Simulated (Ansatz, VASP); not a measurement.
## One calculation of Zr3S2, two programs

```xyz
10
Lattice="0.0000 0.0000 3.4702 7.1526 0.0000 0.0000 0.0000 7.1526 0.0000" Properties=species:S:1:pos:R:3 pbc="T T T"
Zr    2.4486    1.1278    1.7351
Zr    4.7041    6.0249    1.7351
Zr    6.0249    2.4486    1.7351
Zr    1.1278    4.7041    1.7351
Zr    0.0000    0.0000    0.0000
Zr    3.5763    3.5763    0.0000
S     1.0625    2.5138    0.0000
S     6.0901    4.6389    0.0000
S     2.5138    6.0901    0.0000
S     4.6389    1.0625    0.0000
```

Alike in both runs: task single point; functional PBE; k mesh 6 × 4 × 4; occupations gaussian, width 0.2 eV; no spin polarisation.

|  | VASP | Ansatz |
| --- | --- | --- |
| version | VASP 6.6.1 | Ansatz 0.2.0 |
| potentials or method | VASP PAW PBE potentials, release 64 (Zr_sv, S), cutoff 520 eV | scalar-relativistic, plane waves, PAW |
| valence electrons in the cell | 96 | 96 |

VASP gave:

| Property | Result |
| --- | --- |
| gap on the k mesh at the Fermi level (eV) | none |
| pressure (GPa) | 0.1 |
| traceless stress, the component that is largest in VASP (GPa) | -0.22 |
| rms of the force components (eV/Å) | 0.007 |

Task: What did Ansatz give for the same quantities?

Result: gap on the k mesh at the Fermi level (eV): none; pressure (GPa): 0.1; traceless stress, the component that is largest in VASP (GPa): -0.20; rms of the force components (eV/Å): 0.007.

Atom by atom the forces differ by 0.003 eV/Å (rms over components). A gap of «none» marks a metal or a gap that the smearing closes.
